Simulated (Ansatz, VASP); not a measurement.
# BiB in VASP and in Ansatz

```
B Bi
1.0
     0.00000    2.62683    2.62683
     2.62683    0.00000    2.62683
     2.62683    2.62683    0.00000
B Bi
1 1
Direct
  0.00000 0.00000 0.00000
  0.50000 0.50000 0.50000
```

Alike in both runs: task single point; functional PBEsol; k mesh 6 × 6 × 6; occupations fermi-dirac, width 0.02 eV; collinear spin.

|  | VASP | Ansatz |
| --- | --- | --- |
| version | VASP 6.6.1 | Ansatz 0.2.0 |
| potentials or method | VASP PAW PBE potentials, release 64 (B, Bi_d) | plane waves |
| plane-wave cutoff (eV) | 500 | 420 |
| valence electrons in the cell | 18 | 18 |

|  | VASP | Ansatz | Ansatz less VASP |
| --- | --- | --- | --- |
| gap on the k mesh at the Fermi level (eV) | none | none | - |
| pressure (GPa) | -2.1 | -2.1 | -0.03 |
| net moment per atom (μB) | 0.00 | 0.00 | 0.000 |

VASP's potentials were made for PBE, not for PBEsol. A gap of «none» marks a metal or a gap that the smearing closes. Ansatz's warnings: moment headroom below auto, seeded moment not kept.

Spin-orbit coupling is off throughout.
